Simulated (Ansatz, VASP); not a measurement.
# One calculation of BeAu3, two programs

```
Be Au
1.0
     4.09039    0.00000    0.00000
     0.00000    4.09039    0.00000
     0.00000    0.00000    4.09039
Be Au
1 3
Direct
  0.00000 0.00000 0.00000
  0.00000 0.50000 0.50000
  0.50000 0.00000 0.50000
  0.50000 0.50000 0.00000
```

Alike in both runs: task single point; functional r2SCAN; k mesh 6 × 6 × 6; occupations gaussian, width 0.15 eV; no spin polarisation.

|  | VASP | Ansatz |
| --- | --- | --- |
| version | VASP 6.6.1 | Ansatz 0.2.0 |
| potentials or method | VASP PAW PBE potentials, release 64 (Be, Au), cutoff 520 eV | plane waves, PAW |
| valence electrons in the cell | 35 | 59 |

|  | VASP | Ansatz | Ansatz less VASP |
| --- | --- | --- | --- |
| pressure (GPa) | -10.8 | -10.9 | -0.10 |

VASP's potentials were made for PBE, not for r2SCAN. VASP's potentials hold 35 valence electrons a cell and Ansatz's 59, so a difference there can come from the potentials and not from the codes.

Neither program's run includes spin-orbit coupling.
